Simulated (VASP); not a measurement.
# TaN in VASP: further runs, part 2 of 2

VASP 6.6.1.

**3. Single point, LDA**

This run uses another cell than the first one, of the same volume but with other edges.

File INCAR:

```
SYSTEM = TaN
  ALGO = Fast
  EDIFF = 1E-6
  ENCUT = 520
  ISIF = 2
  ISMEAR = 0
  ISYM = 0
  LASPH = .True.
  LCHARG = .True.
  LELF = .True.
  LREAL = .False.
  LVHAR = .True.
  LWAVE = .False.
  NBANDS = 42
  NELM = 100
  PREC = Accurate
  SIGMA = 0.15
```

File KPOINTS:

```
k-points
0
Gamma
  14 14 4
  0 0 0
```

File POSCAR:

```
TaN
1.0
   -3.1035877079      0.0000000000      0.0000000000
   -1.5517938539     -2.6877857979      0.0000000000
   -1.9397423174     -2.4638036481     12.0200957435
Ta N
4 4
Direct
    0.1802291411     -0.5087397240      0.9186251535
    0.2635624744     -0.0504063907      0.4186251535
    0.6385624744      0.5120936093      0.1686251535
    0.5552291411      0.0537602760      0.6686251535
    0.3197708589      0.2587397240      0.0813748465
    0.2364375256     -0.1995936093      0.5813748465
    0.6114375256      0.3629063907      0.3313748465
    0.5281041922     -0.0954269426      0.8313748465
```

Potentials or basis: VASP PAW LDA potentials, release 64 (Ta_pv, N).

The run is started by

```sh
cat potpaw_LDA.64/Ta_pv/POTCAR potpaw_LDA.64/N/POTCAR > POTCAR
mpirun -np 1 vasp_std > vasp.out
```

OUTCAR:

```text
SYSTEM = TaN
   EDIFF = 1E-6
   ENCUT = 520
   ISIF = 2
   ISMEAR = 0
   ISYM = 0
   LASPH = .True.
   LREAL = .False.
   NELM = 100
   PREC = Accurate

 ion  position               nearest neighbor table
   1  0.180  0.491  0.919-   5 2.01   8 2.08   8 2.08   8 2.08   3 3.29   4 3.50   4 3.50   4 3.50

   2  0.264  0.950  0.419-   6 1.96   7 2.08   7 2.08   7 2.08   4 3.50   4 3.50   3 3.50   3 3.50
                             3 3.50   4 3.50
   3  0.639  0.512  0.169-   7 1.96   5 2.08   5 2.08   5 2.08   1 3.29   2 3.50   2 3.50   2 3.50

   4  0.555  0.054  0.669-   8 1.96   6 2.08   6 2.08   6 2.08   2 3.50   2 3.50   1 3.50   1 3.50
                             1 3.50   2 3.50
   5  0.320  0.259  0.081-   1 2.01   3 2.08   3 2.08   3 2.08
   6  0.236  0.800  0.581-   2 1.96   4 2.08   4 2.08   4 2.08
   7  0.611  0.363  0.331-   3 1.96   2 2.08   2 2.08   2 2.08
   8  0.528  0.905  0.831-   4 1.96   1 2.08   1 2.08   1 2.08

IMPORTANT INFORMATION: All symmetrisations will be switched off!
NOSYMM: (Re-)initialisation of all symmetry stuff for point group C_1.

----------------------------------------------------------------------------------------

                                     Primitive cell

  volume of cell :     100.2690

  direct lattice vectors                    reciprocal lattice vectors
    -3.103587708  0.000000000  0.000000000    -0.322207746  0.186026729 -0.013865669
    -1.551793854 -2.687785798  0.000000000     0.000000000 -0.372053458 -0.076261178
    -1.939742317 -2.463803648 12.020095744     0.000000000  0.000000000  0.083194013

  length of vectors
     3.103587708  3.103587708 12.422384246     0.372311741  0.379788813  0.083194013

  position of ions in fractional coordinates (direct lattice)
     0.180229141  0.491260276  0.918625154
     0.263562474  0.949593609  0.418625154
     0.638562474  0.512093609  0.168625154
     0.555229141  0.053760276  0.668625154
     0.319770859  0.258739724  0.081374846
     0.236437526  0.800406391  0.581374846
     0.611437526  0.362906391  0.331374846
     0.528104192  0.904573057  0.831374846

  ion indices of the primitive-cell ions
   primitive index   ion index
                 1           1
                 2           2
                 3           3
                 4           4
                 5           5
                 6           6
                 7           7
                 8           8

----------------------------------------------------------------------------------------

 KPOINTS: k-points

Automatic generation of k-mesh.
 Grid dimensions read from file:
 generate k-points for:   14   14    4

 Generating k-lattice:

  Cartesian coordinates                     Fractional coordinates (reciprocal lattice)
    -0.023014839  0.013287623 -0.000990405     0.071428571 -0.000000000 -0.000000000
     0.000000000 -0.026575247 -0.005447227     0.000000000  0.071428571  0.000000000
     0.000000000  0.000000000  0.020798503     0.000000000  0.000000000  0.250000000

  Length of vectors
     0.026593696  0.027127772  0.020798503

  Shift w.r.t. Gamma in fractional coordinates (k-lattice)
     0.000000000  0.000000000  0.000000000

 -----------------------------------------------------------------------------
[... 51 lines left out ...]
  0.071429  0.142857  0.000000      2.000000
 [... further k-points ...]
   k-points           NKPTS =    396   k-points in BZ     NKDIM =    396   number of bands    NBANDS=     42
   number of dos      NEDOS =    301   number of ions     NIONS =      8
   total plane-waves  NPLWV =  55296
   dimension x,y,z NGX =    24 NGY =   24 NGZ =   96
   dimension x,y,z NGXF=    48 NGYF=   48 NGZF=  192
   ions per type =               4   4
   NGX,Y,Z   is equivalent  to a cutoff of  12.86, 12.86, 12.85 a.u.
   NGXF,Y,Z  is equivalent  to a cutoff of  25.71, 25.71, 25.69 a.u.
 SYSTEM =  TaN
   PREC   = accura    normal or accurate (medium, high low for compatibility)
   ISTART =      0    job   : 0-new  1-cont  2-samecut
   ICHARG =      2    charge: 1-file 2-atom 10-const
   ISPIN  =      1    spin polarized calculation?
   LNONCOLLINEAR =      F non collinear calculations
   LSORBIT =      F    spin-orbit coupling
   LASPH  =      T    aspherical Exc in radial PAW
   ENCUT  =  520.0 eV  38.22 Ry    6.18 a.u.   5.77  5.77 23.10*2*pi/ulx,y,z
   NELM   =    100;   NELMIN=  2; NELMDL= -5     # of ELM steps
   EDIFF  = 0.1E-05   stopping-criterion for ELM
   LREAL  =      F    real-space projection
   EDIFFG = 0.1E-04   stopping-criterion for IOM
   NSW    =      0    number of steps for IOM
   IBRION =     -1    ionic relax: 0-MD 1-quasi-New 2-CG
   NFREE  =      0    steps in history (QN), initial steepest desc. (CG)
   ISIF   =      2    stress and relaxation
   ISYM   =      0    0-nonsym 1-usesym 2-fastsym
   POTIM  = 0.5000    time-step for ionic-motion
   TEBEG  =    0.0;   TEEND  =   0.0 temperature during run
   PSTRESS=    0.0 pullay stress
   NELECT =      64.0000    total number of electrons
   NUPDOWN=      -1.0000    fix difference up-down
   EMIN   =  10.00;   EMAX   =-10.00  energy-range for DOS
   EFERMI =   0.00;   METHOD = LEGACY
   ISMEAR =     0;   SIGMA  =   0.15  broadening in eV -4-tet -1-fermi 0-gaus
   EFERMI_NEDOS =   21; number of points for ismear=-14 and -15
   IALGO  =     68    algorithm
   IMIX   =      4    mixing-type and parameters
     AMIX     =   0.40;   BMIX     =  1.00
     AMIX_MAG =   1.60;   BMIX_MAG =  1.00
  volume/ion in A,a.u.               =      12.53        84.58
  Fermi-wavevector in a.u.,A,eV,Ry     =   1.409546  2.663656 27.032330  1.986820
  Thomas-Fermi vector in A             =   2.531591
   LORBIT       =      0    0 simple, 1 ext, 2 COOP (PROOUT), +10 PAW based schemes
   GGA     = CA    functional components
   LHFCALC =     F    Hartree Fock is set to
   AEXX    =    0.0000 exact exchange contribution
   IVDW    =     0    specifies the selected vdW correction
   LEPSILON=     F    determine dielectric tensor
   LRPA    =     F    only Hartree local field effects (RPA)
 non-spin polarized calculation
 RMM-DIIS sequential band-by-band and
 Gauss-broadening in eV      SIGMA  =   0.15
  energy-cutoff  :      520.00
  volume of cell :      100.27
 maximum number of plane-waves:      2732
   NGX = 11   NGY = 11   NGZ = 45

 number of electron      64.0000001 magnetization

 Free energy of the ion-electron system (eV)
  ---------------------------------------------------
  ext. energy  EPLUGINS =         0.00000000
  ---------------------------------------------------
  free energy    TOTEN  =       -94.94567057 eV

  energy without entropy =      -94.92705543  energy(sigma->0) =      -94.93636300

 E-fermi :   6.7416     XC(G=0): -12.5965

 val. band max:        6.7398580966   @ k =  -0.3571   0.2857  -0.0000
 cond. band min:       6.7422969044   @ k =  -0.2143   0.3571   0.5000
 fundamental gap:      0.0024388078
 Fermi energy:         6.7415733222

 k-point     1 :       0.0000    0.0000    0.0000
  band No.  band energies     occupation
      1     -28.6750      2.00000
      2     -28.4908      2.00000
      3     -28.4556      2.00000
      4     -28.2626      2.00000
      5     -28.0551      2.00000
      6     -28.0100      2.00000
[... 1069 lines left out ...]
     41       9.8973      0.00000
     42      10.2822      0.00000

 [... further k-points ...]

------------------------ aborting loop because EDIFF is reached ----------------------------------------

  FORCE on cell =-STRESS in cart. coord.  units (eV):
  Direction    XX          YY          ZZ          XY          YZ          ZX
  --------------------------------------------------------------------------------------
  -------------------------------------------------------------------------------------
  Total        0.3009672      0.3116752      0.4765098      0.0083360     -0.4252082      0.7369253
  in kB        4.8090919      4.9801942      7.6140521      0.1331998     -6.7943131     11.7751775
  external PRESSURE =       5.8011128 kB  Pullay stress =       0.0000000 kB

 VOLUME and BASIS-vectors are now :
 -----------------------------------------------------------------------------
  energy-cutoff  :      520.00
  volume of cell :      100.27
      direct lattice vectors                 reciprocal lattice vectors
    -3.103587708  0.000000000  0.000000000    -0.322207746  0.186026729 -0.013865669
    -1.551793854 -2.687785798  0.000000000     0.000000000 -0.372053458 -0.076261178
    -1.939742317 -2.463803648 12.020095744     0.000000000  0.000000000  0.083194013

 POSITION                                       TOTAL-FORCE (eV/Angst)
 -----------------------------------------------------------------------------------
     -3.10359     -3.58371     11.04196        -0.871827      0.503825      0.325077
     -3.10359     -3.58371      5.03191        -0.017712      0.010700     -0.021592
     -3.10359     -1.79186      2.02689         0.139142     -0.080107      0.106391
     -3.10359     -1.79186      8.03694        -0.018395      0.010692      0.006876
     -1.55179     -0.89593      0.97813         0.401364     -0.231998     -0.680504
     -3.10359     -3.58371      6.98818         0.021489     -0.012603     -0.021634
     -3.10359     -1.79186      3.98316         0.006496     -0.004179      0.086975
     -4.65538     -4.47964      9.99321         0.339443     -0.196330      0.198412
 -----------------------------------------------------------------------------------
    total drift:                               -0.000303      0.000123     -0.000162

  FREE ENERGIE OF THE ION-ELECTRON SYSTEM (eV)
  ---------------------------------------------------
  free  energy   TOTEN  =       -94.9456705691 eV

  energy  without entropy=      -94.9270554250  energy(sigma->0) =      -94.93636300
```

Wall time 48 min (1 thread of Oxide Virtual Turin-like, shared host); peak memory 1.1 GiB.

Results:

| Property | Result |
| --- | --- |
| Free energy | -94.9457 eV |
| Pressure | 0.6 GPa |
| Largest force | 1.058 eV/Å |
| Band gap on the k mesh | zero (bands 32 and 33 overlap by 0.40 eV) |

Forces on the atoms (eV/Å):
```
Ta  -0.872  0.504  0.325
Ta  -0.018  0.011 -0.022
Ta   0.139 -0.080  0.106
Ta  -0.018  0.011  0.007
N    0.401 -0.232 -0.681
N    0.021 -0.013 -0.022
N    0.006 -0.004  0.087
N    0.339 -0.196  0.198
```

Levels at points of the mesh, in eV from the Fermi level:
```
           k point  band 29  band 30  band 31  band 32  band 33  band 34  band 35  band 36
(0.00, 0.00, 0.00)    -0.66    -0.56     0.08     0.11     0.34     0.39     0.90     0.90
(0.50, 0.00, 0.00)    -2.32    -1.00    -0.77    -0.35     1.34     1.37     1.57     2.12
(0.00, 0.50, 0.00)    -1.92    -1.76    -0.57    -0.46     1.22     1.27     2.11     2.16
(0.50, 0.50, 0.00)    -1.92    -1.76    -0.57    -0.46     1.22     1.27     2.11     2.16
(0.00, 0.00, 0.50)    -0.27    -0.24    -0.17     0.01     0.31     0.33     0.40     0.43
(0.50, 0.00, 0.50)    -1.95    -1.71    -0.50    -0.35     1.23     1.39     1.80     2.12
(0.00, 0.50, 0.50)    -2.34    -1.03    -0.85    -0.44     1.21     1.56     1.57     2.30
(0.50, 0.50, 0.50)    -2.34    -1.03    -0.85    -0.44     1.21     1.56     1.57     2.30
```

Caveat: spin-orbit coupling is left out, which moves the levels of the heavy elements; forces of over 1 eV/Å act on the atoms, so gaps and moduli don't describe the material at rest.

**4. Single point, LDA**

File INCAR:

```
ALGO = Fast
EDIFF = 1E-6
ENCUT = 520
GGA = CA
ISIF = 2
ISMEAR = 0
ISYM = 0
LASPH = T
LCHARG = T
LELF = T
LREAL = F
LVHAR = T
LWAVE = F
NBANDS = 42
NELM = 60
PREC = Accurate
SIGMA = 0.15
```

File KPOINTS:

```
k-points
0
Gamma
  14 14 4
```

File POSCAR:

```
TaN
1.0
   -3.1035877079      0.0000000000      0.0000000000
   -1.5517938539     -2.6877857979      0.0000000000
   -0.7758969270     -1.3438928990     12.0200957435
Ta N
4 4
Direct
    0.3333333333     -0.1259792434      0.9186251535
    0.3333333333      0.1240207566      0.4186251535
    0.6666666667      0.5823540899      0.1686251535
    0.6666666667      0.3323540899      0.6686251535
    0.3333333333      0.2926459101      0.0813748465
    0.3333333333      0.0426459101      0.5813748465
    0.6666666667      0.5009792434      0.3313748465
    0.6666666667      0.2509792434      0.8313748465
```

The run is started by

```sh
cat potpaw_LDA.64/Ta_pv/POTCAR potpaw_LDA.64/N/POTCAR > POTCAR
mpirun -np 1 vasp_std > vasp.out
```

It took 30 min on 1 thread of Oxide Virtual Turin-like, shared host; peak memory 1.1 GiB.

Results (log left out):

| Property | Result |
| --- | --- |
| Free energy | -94.2895 eV |
| Pressure | -3.3 GPa |
| Largest force | 2.776 eV/Å |
| Band gap on the k mesh | zero (bands 32 and 33 overlap by 0.40 eV) |

Forces in eV/Å, atoms in the order of the input:
```
Ta   0.203 -0.117  1.308
Ta   0.085 -0.049 -0.068
Ta   0.205 -0.118  0.317
Ta   0.042 -0.024  0.044
N   -0.297  0.171 -2.755
N   -0.005  0.003 -0.086
N   -0.043  0.025  0.372
N   -0.190  0.109  0.867
```

Stress tensor (GPa, compression positive):
```
-1.52 -2.57  0.68
-2.57 -4.49 -0.39
 0.68 -0.39 -3.80
```

Levels at points of the mesh, in eV from the Fermi level:
```
           k point  band 29  band 30  band 31  band 32  band 33  band 34  band 35  band 36
(0.00, 0.00, 0.00)    -0.63    -0.14     0.15     0.18     0.25     0.43     0.59     0.88
(0.50, 0.00, 0.00)    -1.84    -1.73    -0.55    -0.38     1.19     1.30     1.92     2.23
(0.00, 0.50, 0.00)    -1.97    -1.25    -0.48    -0.20     1.31     1.36     1.72     2.18
(0.50, 0.50, 0.00)    -2.05    -1.15    -0.56    -0.16     1.30     1.37     1.75     2.23
(0.00, 0.00, 0.50)    -0.35    -0.24    -0.18     0.09     0.22     0.47     0.91     0.99
(0.50, 0.00, 0.50)    -2.28    -1.08    -0.84    -0.34     1.23     1.28     1.75     2.35
(0.00, 0.50, 0.50)    -2.05    -1.15    -0.56    -0.16     1.30     1.37     1.75     2.23
(0.50, 0.50, 0.50)    -1.97    -1.25    -0.48    -0.20     1.31     1.36     1.72     2.18
```

Caveat: the cell stands under tension; spin-orbit coupling is left out, which moves the levels of the heavy elements; forces of over 1 eV/Å act on the atoms, so gaps and moduli don't describe the material at rest.

**5. Overview**

| cell | gap on the mesh (eV) | pressure (GPa) | largest force (eV/Å) |
| --- | --- | --- | --- |
| a = 3.104, b = 3.104, c = 12.073 Å, angles 85.1, 85.7, 60.0°, 8 atoms | none | -2.9 | 2.70 |
| a = 3.104, b = 3.104, c = 12.422 Å, angles 75.5, 81.0, 60.0°, 8 atoms | none | 0.6 | 1.06 |
| a = 3.104, b = 3.104, c = 12.120 Å, angles 82.6, 86.3, 60.0°, 8 atoms | none | -3.3 | 2.78 |

Alike in all rows: task single point; level LDA; potentials or basis VASP PAW LDA potentials, release 64 (Ta_pv, N); no spin polarisation; k mesh 14 × 14 × 4; cutoff (eV) 520; smearing gaussian 0.15 eV.

Caveats: spin-orbit coupling is left out, which moves the levels of the heavy elements; forces of over 1 eV/Å act on the atoms, so gaps and moduli don't describe the material at rest; the cell stands under tension (at least some runs).

Absolute energies hang on the potentials; compare differences alone.
